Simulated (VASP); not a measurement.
# CdS (Hawleyite) (F-43m) in VASP: notebook

Aim: see how the results for CdS (Hawleyite) move with the level of theory and the settings. Levels: r2SCAN+D3(BJ), BLYP, RPBE. Tasks: single point.

All numbers are computed with VASP 6.6.1; they aren't measurements. Logs are shortened: lines on timing, memory, paths and dates and some standing lists are left out, and cuts for length are marked.

### Step 1. The cell of the first run

It takes space group F-43m (No. 216, cubic). The conventional cell has a = 5.833 Å, b = 5.833 Å, c = 5.833 Å, α = 90.00°, β = 90.00°, γ = 90.00°. Within 3.3 Å of Cd (site symmetry -43m) lie 4 S at 2.53 Å. Within 3.3 Å of S (site symmetry -43m) lie 4 Cd at 2.53 Å.

### Step 2. Single point, r2SCAN+D3(BJ), collinear spin, ferromagnetic start

Contents of POSCAR:

```
CdS
1.0
    0.0000000000      2.9165000000      2.9165000000
    2.9165000000      0.0000000000      2.9165000000
    2.9165000000      2.9165000000      0.0000000000
Cd S
1 1
Direct
    0.0000000000      0.0000000000      0.0000000000
    0.7500000000      0.7500000000      0.7500000000
```

Contents of INCAR.step1:

```
SYSTEM = CdS
PREC = Accurate
ENCUT = 550
ISMEAR = 0
SIGMA = 0.025
LREAL = .FALSE.
LASPH = .TRUE.
NELM = 200
ISPIN = 2
MAGMOM = 0.5 0
NBANDS = 20
GGA = PE
ALGO = Normal
EDIFF = 1E-5
LWAVE = .TRUE.
LCHARG = .FALSE.
GGA_COMPAT = .FALSE.
```

Contents of INCAR.step2:

```
SYSTEM = CdS
PREC = Accurate
ENCUT = 550
EDIFF = 1E-6
ISMEAR = 0
SIGMA = 0.025
LREAL = .FALSE.
LASPH = .TRUE.
NELM = 200
ALGO = Normal
ISIF = 2
LWAVE = .FALSE.
LCHARG = .FALSE.
ISPIN = 2
MAGMOM = 0.5 0
LORBIT = 11
METAGGA = R2SCAN
LMIXTAU = .TRUE.
IVDW = 12
VDW_S6 = 1.0
VDW_S8 = 0.78981345
VDW_A1 = 0.49484001
VDW_A2 = 5.73083694
NBANDS = 20
ISTART = 1
GGA_COMPAT = .FALSE.
```

Contents of KPOINTS:

```
regular mesh
0
G
  8 8 8
  0 0 0
```

Potentials or basis: VASP PAW PBE potentials, release 64 (Cd, S).

The run is started by

```
> cat potpaw_PBE.64/Cd/POTCAR potpaw_PBE.64/S/POTCAR > POTCAR
> cp INCAR.step1 INCAR
> mpirun -np 1 vasp_std > vasp.out
> cp INCAR.step2 INCAR
> mpirun -np 1 vasp_std > vasp.out
```

OUTCAR:

```text
SYSTEM = CdS
   PREC = Accurate
   ENCUT = 550
   EDIFF = 1E-6
   ISMEAR = 0
   LREAL = .FALSE.
   LASPH = .TRUE.
   NELM = 200
   ISIF = 2
   ISPIN = 2
   LORBIT = 11
   METAGGA = R2SCAN
   IVDW = 12
   ISTART = 1
 IVDW          = 12

 ion  position               nearest neighbor table
   1  0.000  0.000  0.000-   2 2.53   2 2.53   2 2.53   2 2.53
   2  0.750  0.750  0.750-   1 2.53   1 2.53   1 2.53   1 2.53

  LATTYP: Found a face centered cubic cell.
 ALAT       =     5.8330000000

  Lattice vectors:

 A1 = (   0.0000000000,   2.9165000000,   2.9165000000)
 A2 = (   2.9165000000,   0.0000000000,   2.9165000000)
 A3 = (   2.9165000000,   2.9165000000,   0.0000000000)

Analysis of symmetry for initial positions (statically):
=====================================================================
 Subroutine PRICEL returns:
 Original cell was already a primitive cell.

 Routine SETGRP: Setting up the symmetry group for a
 face centered cubic supercell.

 Subroutine GETGRP returns: Found 24 space group operations
 (whereof 24 operations were pure point group operations)
 out of a pool of 48 trial point group operations.

The static configuration has the point symmetry T_d .

Analysis of symmetry for dynamics (positions and initial velocities):
=====================================================================
 Subroutine PRICEL returns:
 Original cell was already a primitive cell.

 Routine SETGRP: Setting up the symmetry group for a
 face centered cubic supercell.

 Subroutine GETGRP returns: Found 24 space group operations
 (whereof 24 operations were pure point group operations)
 out of a pool of 48 trial point group operations.

The dynamic configuration has the point symmetry T_d .

Analysis of structural, dynamic, and magnetic symmetry:
=====================================================================
 Subroutine PRICEL returns:
 Original cell was already a primitive cell.

 Routine SETGRP: Setting up the symmetry group for a
 face centered cubic supercell.

 Subroutine GETGRP returns: Found 24 space group operations
 (whereof 24 operations were pure point group operations)
 out of a pool of 48 trial point group operations.

The overall configuration has the point symmetry T_d .

 Subroutine INISYM returns: Found 24 space group operations
 (whereof 24 operations are pure point group operations),
 and found     1 'primitive' translations

----------------------------------------------------------------------------------------

                                     Primitive cell

  volume of cell :      49.6153

  direct lattice vectors                    reciprocal lattice vectors
     0.000000000  2.916500000  2.916500000    -0.171438368  0.171438368  0.171438368
     2.916500000  0.000000000  2.916500000     0.171438368 -0.171438368  0.171438368
     2.916500000  2.916500000  0.000000000     0.171438368  0.171438368 -0.171438368

  length of vectors
     4.124553855  4.124553855  4.124553855     0.296939964  0.296939964  0.296939964

  position of ions in fractional coordinates (direct lattice)
     0.000000000  0.000000000  0.000000000
     0.750000000  0.750000000  0.750000000

  ion indices of the primitive-cell ions
   primitive index   ion index
                 1           1
                 2           2

----------------------------------------------------------------------------------------

 KPOINTS: regular mesh

Automatic generation of k-mesh.
 Grid dimensions read from file:
 generate k-points for:    8    8    8

 Generating k-lattice:

  Cartesian coordinates                     Fractional coordinates (reciprocal lattice)
    -0.021429796  0.021429796  0.021429796     0.125000000  0.000000000  0.000000000
     0.021429796 -0.021429796  0.021429796     0.000000000  0.125000000  0.000000000
     0.021429796  0.021429796 -0.021429796     0.000000000  0.000000000  0.125000000

  Length of vectors
     0.037117495  0.037117495  0.037117495

  Shift w.r.t. Gamma in fractional coordinates (k-lattice)
     0.000000000  0.000000000  0.000000000

 Subroutine IBZKPT returns following result:
 ===========================================

 Found     29 irreducible k-points:

 Following reciprocal coordinates:
            Coordinates               Weight
  0.000000  0.000000  0.000000      1.000000
  0.125000  0.000000  0.000000      8.000000
  0.250000  0.000000  0.000000      8.000000
  0.375000  0.000000  0.000000      8.000000
  0.500000  0.000000  0.000000      4.000000
  0.125000  0.125000  0.000000      6.000000
[... 16 lines left out ...]
  0.500000  0.250000  0.125000     48.000000
 -0.375000  0.250000  0.125000     24.000000
 [... further k-points ...]
   k-points           NKPTS =     29   k-points in BZ     NKDIM =     29   number of bands    NBANDS=     20
   number of dos      NEDOS =    301   number of ions     NIONS =      2
   total plane-waves  NPLWV =  32768
   dimension x,y,z NGX =    32 NGY =   32 NGZ =   32
   dimension x,y,z NGXF=    64 NGYF=   64 NGZF=   64
   ions per type =               1   1
   NGX,Y,Z   is equivalent  to a cutoff of  12.90, 12.90, 12.90 a.u.
   NGXF,Y,Z  is equivalent  to a cutoff of  25.80, 25.80, 25.80 a.u.
 SYSTEM =  CdS
   PREC   = accura    normal or accurate (medium, high low for compatibility)
   ISTART =      1    job   : 0-new  1-cont  2-samecut
   ICHARG =      0    charge: 1-file 2-atom 10-const
   ISPIN  =      2    spin polarized calculation?
   LNONCOLLINEAR =      F non collinear calculations
   LSORBIT =      F    spin-orbit coupling
   LASPH  =      T    aspherical Exc in radial PAW
   ENCUT  =  550.0 eV  40.42 Ry    6.36 a.u.   7.89  7.89  7.89*2*pi/ulx,y,z
   NELM   =    200;   NELMIN=  2; NELMDL=  0     # of ELM steps
   EDIFF  = 0.1E-05   stopping-criterion for ELM
   LREAL  =      F    real-space projection
   EDIFFG = 0.1E-04   stopping-criterion for IOM
   NSW    =      0    number of steps for IOM
   IBRION =     -1    ionic relax: 0-MD 1-quasi-New 2-CG
   NFREE  =      0    steps in history (QN), initial steepest desc. (CG)
   ISIF   =      2    stress and relaxation
   ISYM   =      2    0-nonsym 1-usesym 2-fastsym
   POTIM  = 0.5000    time-step for ionic-motion
   TEBEG  =    0.0;   TEEND  =   0.0 temperature during run
   PSTRESS=    0.0 pullay stress
   NELECT =      18.0000    total number of electrons
   NUPDOWN=      -1.0000    fix difference up-down
   EMIN   =  10.00;   EMAX   =-10.00  energy-range for DOS
   EFERMI =   0.00;   METHOD = LEGACY
   ISMEAR =     0;   SIGMA  =   0.03  broadening in eV -4-tet -1-fermi 0-gaus
   EFERMI_NEDOS =   21; number of points for ismear=-14 and -15
   IALGO  =     38    algorithm
   IMIX   =      4    mixing-type and parameters
     AMIX     =   0.40;   BMIX     =  1.00
     AMIX_MAG =   1.60;   BMIX_MAG =  1.00
  volume/ion in A,a.u.               =      24.81       167.41
  Fermi-wavevector in a.u.,A,eV,Ry     =   1.167599  2.206442 18.548649  1.363287
  Thomas-Fermi vector in A             =   2.304097
   LORBIT       =     11    0 simple, 1 ext, 2 COOP (PROOUT), +10 PAW based schemes
   METAGGA = R2SCAN    functional components
   LHFCALC =     F    Hartree Fock is set to
   AEXX    =    0.0000 exact exchange contribution
   IVDW    =    12    specifies the selected vdW correction
   LEPSILON=     F    determine dielectric tensor
   LRPA    =     F    only Hartree local field effects (RPA)
 spin polarized calculation
 Gauss-broadening in eV      SIGMA  =   0.03
  energy-cutoff  :      550.00
  volume of cell :       49.62
 maximum number of plane-waves:      1475
   NGX = 15   NGY = 15   NGZ = 15

 number of electron      18.0000004 magnetization      -0.0000000

 number of electron      18.0000004 magnetization       0.0000000

 Free energy of the ion-electron system (eV)
  ---------------------------------------------------
  ext. energy  EPLUGINS =         0.00000000
  ---------------------------------------------------
  free energy    TOTEN  =       -29.67828196 eV

  energy without entropy =      -29.67828196  energy(sigma->0) =      -29.67828196

 E-fermi :   1.2134     XC(G=0):  -9.7341

 val. band max:        1.0506520732   @ k =   0.0000   0.0000   0.0000
 cond. band min:       2.6433258562   @ k =   0.0000   0.0000   0.0000
 fundamental gap:      1.5926737830
 Fermi energy:         1.2133597943

 spin component 1

 k-point     1 :       0.0000    0.0000    0.0000
  band No.  band energies     occupation
      1     -11.8260      1.00000
      2      -6.9175      1.00000
      3      -6.9175      1.00000
      4      -6.9175      1.00000
      5      -6.4032      1.00000
      6      -6.4032      1.00000
[... 12 lines left out ...]
     19      14.9663      0.00000
     20      16.9502      0.00000

 k-point     2 :       0.1250    0.0000    0.0000
  band No.  band energies     occupation
      1     -11.7634      1.00000
      2      -6.8938      1.00000
      3      -6.8938      1.00000
      4      -6.8592      1.00000
      5      -6.4041      1.00000
      6      -6.4041      1.00000
[... 12 lines left out ...]
     19      16.1956      0.00000
     20      18.5312      0.00000
[... 465 lines left out ...]
      3      -6.7211      1.00000
      4      -6.4714      1.00000
      5      -6.3685      1.00000
      6      -6.1087      1.00000
[... 12 lines left out ...]
     19      18.5951      0.00000
     20      19.9049      0.00000

 k-point    24 :      -0.3750    0.2500    0.1250
  band No.  band energies     occupation
      1     -11.3316      1.00000
      2      -6.7398      1.00000
      3      -6.7034      1.00000
      4      -6.4295      1.00000
      5      -6.3758      1.00000
      6      -5.9015      1.00000
[... 12 lines left out ...]
     19      18.1046      0.00000
     20      20.7001      0.00000

 [... further k-points ...]

 spin component 2

 k-point     1 :       0.0000    0.0000    0.0000
  band No.  band energies     occupation
      1     -11.8260      1.00000
      2      -6.9175      1.00000
      3      -6.9175      1.00000
      4      -6.9175      1.00000
      5      -6.4032      1.00000
      6      -6.4032      1.00000
[... 12 lines left out ...]
     19      14.9663      0.00000
     20      16.9501      0.00000

 k-point     2 :       0.1250    0.0000    0.0000
  band No.  band energies     occupation
      1     -11.7634      1.00000
      2      -6.8938      1.00000
      3      -6.8938      1.00000
      4      -6.8592      1.00000
      5      -6.4041      1.00000
      6      -6.4041      1.00000
[... 12 lines left out ...]
     19      16.1956      0.00000
     20      18.5312      0.00000
[... 465 lines left out ...]
      3      -6.7211      1.00000
      4      -6.4714      1.00000
      5      -6.3685      1.00000
      6      -6.1087      1.00000
[... 12 lines left out ...]
     19      18.5951      0.00000
     20      19.9049      0.00000

 k-point    24 :      -0.3750    0.2500    0.1250
  band No.  band energies     occupation
      1     -11.3316      1.00000
      2      -6.7398      1.00000
      3      -6.7034      1.00000
      4      -6.4295      1.00000
      5      -6.3758      1.00000
      6      -5.9015      1.00000
[... 12 lines left out ...]
     19      18.1046      0.00000
     20      20.7001      0.00000

 [... further k-points ...]

------------------------ aborting loop because EDIFF is reached ----------------------------------------

 Edisp (eV)   -0.29622

 E8    (eV) :    -0.0939

  FORCE on cell =-STRESS in cart. coord.  units (eV):
  Direction    XX          YY          ZZ          XY          YZ          ZX
  --------------------------------------------------------------------------------------
  -------------------------------------------------------------------------------------
  Total       0.25480     0.25480     0.25480    -0.00000     0.00000    -0.00000
  in kB       8.22801     8.22801     8.22801    -0.00000     0.00000    -0.00000
  external pressure =        8.23 kB  Pullay stress =        0.00 kB

 VOLUME and BASIS-vectors are now :
 -----------------------------------------------------------------------------
  energy-cutoff  :      550.00
  volume of cell :       49.62
      direct lattice vectors                 reciprocal lattice vectors
     0.000000000  2.916500000  2.916500000    -0.171438368  0.171438368  0.171438368
     2.916500000  0.000000000  2.916500000     0.171438368 -0.171438368  0.171438368
     2.916500000  2.916500000  0.000000000     0.171438368  0.171438368 -0.171438368

 POSITION                                       TOTAL-FORCE (eV/Angst)
 -----------------------------------------------------------------------------------
      0.00000      0.00000      0.00000        -0.000000     -0.000000     -0.000000
      4.37475      4.37475      4.37475         0.000000      0.000000      0.000000
 -----------------------------------------------------------------------------------
    total drift:                               -0.000000     -0.000000     -0.000000

  FREE ENERGIE OF THE ION-ELECTRON SYSTEM (eV)
  ---------------------------------------------------
  free  energy   TOTEN  =       -29.9745022336 eV

  energy  without entropy=      -29.9745022336  energy(sigma->0) =      -29.97450223

 total charge

# of ion       s       p       d       tot
------------------------------------------
    1        0.407   0.321   9.582  10.310
    2        1.311   2.433   0.000   3.744
--------------------------------------------------
tot          1.717   2.755   9.582  14.054

 magnetization (x)

# of ion       s       p       d       tot
------------------------------------------
    1       -0.000  -0.000  -0.000  -0.000
    2       -0.000   0.000   0.000   0.000
--------------------------------------------------
tot         -0.000   0.000  -0.000  -0.000
```

It took 3.4 min on 1 thread of AMD EPYC 7R43 (Zen 3), shared host; peak memory 0.22 GiB.

Results:

```
Free energy                                           : -29.9745 eV
Pressure                                              : 0.8 GPa
Band gap on the k mesh                                : 1.59 eV, direct
Net moment                                            : 0.00 μB per cell
Valence electrons inside the program's atomic spheres : Cd 10.31; S 3.74
Dispersion energy per atom                            : -0.148 eV
```

Caveat: the PAW data sets were made with another functional, which shifts forces and pressure a little. r2SCAN opens gaps a little over a GGA but as a rule still falls short of measured ones.

### Step 3. Single point, BLYP, non-collinear spin, zero start, spin-orbit coupling (volume scaled by 0.96)

Contents of INCAR:

```
SYSTEM = CdS
  AGGAC = 1.0
  AGGAX = 1.0
  ALDAC = 0.0
  ALDAX = 1.0
  ALGO = Normal
  EDIFF = 1E-6
  ENCUT = 500
  GGA = B5
  GGA_COMPAT = .FALSE.
  ISIF = 2
  ISMEAR = -1
  LASPH = .TRUE.
  LCHARG = .TRUE.
  LORBIT = 11
  LORBMOM = .TRUE.
  LREAL = .FALSE.
  LSORBIT = .TRUE.
  LVHAR = .TRUE.
  LWAVE = .FALSE.
  MAGMOM = 0 0 0 0 0 0
  NBANDS = 30
  NELM = 200
  PREC = Accurate
  SIGMA = 0.1
```

Contents of KPOINTS:

```
k-points
0
G
  8 8 8
  0 0 0
```

Contents of POSCAR:

```
CdS
1.0
    0.0000000000      2.8770830059      2.8770830059
    2.8770830059      0.0000000000      2.8770830059
    2.8770830059      2.8770830059      0.0000000000
Cd S
1 1
Direct
    0.0000000000      0.0000000000      0.0000000000
    0.7500000000      0.7500000000      0.7500000000
```

Potentials or basis: VASP PAW PBE potentials, release 64 (Cd, S).

The run is started by

```
> cat potpaw_PBE.64/Cd/POTCAR potpaw_PBE.64/S/POTCAR > POTCAR
> mpirun -np 1 vasp_ncl > vasp.out
```

Run time: 1.8 min. Hardware: 1 thread of AMD EPYC 7R43 (Zen 3), shared host; peak memory 0.28 GiB.

The run converged. Its results:

```
Free energy                                           : -5.0390 eV
Pressure                                              : 9.8 GPa
Net moment                                            : 0.00 μB per cell
Valence electrons inside the program's atomic spheres : Cd 10.37; S 3.77
```

Moments on the atoms (μB; x, y, z):
```
Cd  0.00 0.00 0.00
S   0.00 0.00 0.00
```

Caveat: the cell differs from its parent crystal (volume scaled by 0.96); the PAW data sets were made with another functional, which shifts forces and pressure a little.

### Step 4. Single point, RPBE

This run uses another cell than the first one, of 26.82 Å³/atom, 1.081 times its volume.

Contents of INCAR:

```
PREC = Accurate ; ENCUT = 520
EDIFF = 1E-6 ; ISMEAR = -1
SIGMA = 0.15 ; LREAL = F
LASPH = T ; NELM = 100
ALGO = Normal ; ISIF = 2
LWAVE = F ; LCHARG = F
GGA = RP ; NBANDS = 16
```

Contents of KPOINTS:

```
Automatic mesh
0
Gamma
  8 8 8
```

Contents of POSCAR:

```
CdS
1.0
    0.0000000000      2.9932101695      2.9932101695
    2.9932101695      0.0000000000      2.9932101695
    2.9932101695      2.9932101695      0.0000000000
Cd S
1 1
Direct
    0.0000000000      0.0000000000      0.0000000000
    0.7500000000      0.7500000000      0.7500000000
```

The run is started by

```
> cat potpaw_PBE.64/Cd/POTCAR potpaw_PBE.64/S/POTCAR > POTCAR
> mpirun -np 1 vasp_std > vasp.out
```

Run time: 36 s. Hardware: 1 thread of Intel Xeon 8259CL, shared host; peak memory 0.18 GiB.

The run converged. Its results:

| Item | Value |
| --- | --- |
| Free energy | -5.5259 eV |
| Pressure | 0.8 GPa |
| Band gap on the k mesh | 1.16 eV, direct |

Levels at points of the mesh, in eV from the valence-band top:
| k point | band 5 | band 6 | band 7 | band 8 | band 9 | band 10 | band 11 | band 12 | band 13 | band 14 |
| --- | --- | --- | --- | --- | --- | --- | --- | --- | --- | --- |
| (0.00, 0.00, 0.00) | -7.11 | -7.11 | 0.00 | 0.00 | 0.00 | 1.16 | 6.63 | 6.63 | 6.63 | 11.30 |
| (0.50, 0.00, 0.00) | -7.08 | -6.79 | -3.89 | -0.64 | -0.64 | 3.02 | 7.09 | 7.09 | 7.45 | 11.13 |
| (0.50, 0.50, 0.00) | -7.04 | -6.73 | -3.57 | -1.60 | -1.60 | 3.87 | 4.33 | 9.15 | 10.45 | 10.45 |

Caveat: the PAW data sets were made with another functional, which shifts forces and pressure a little.

(Continued in part 2 of 2.)
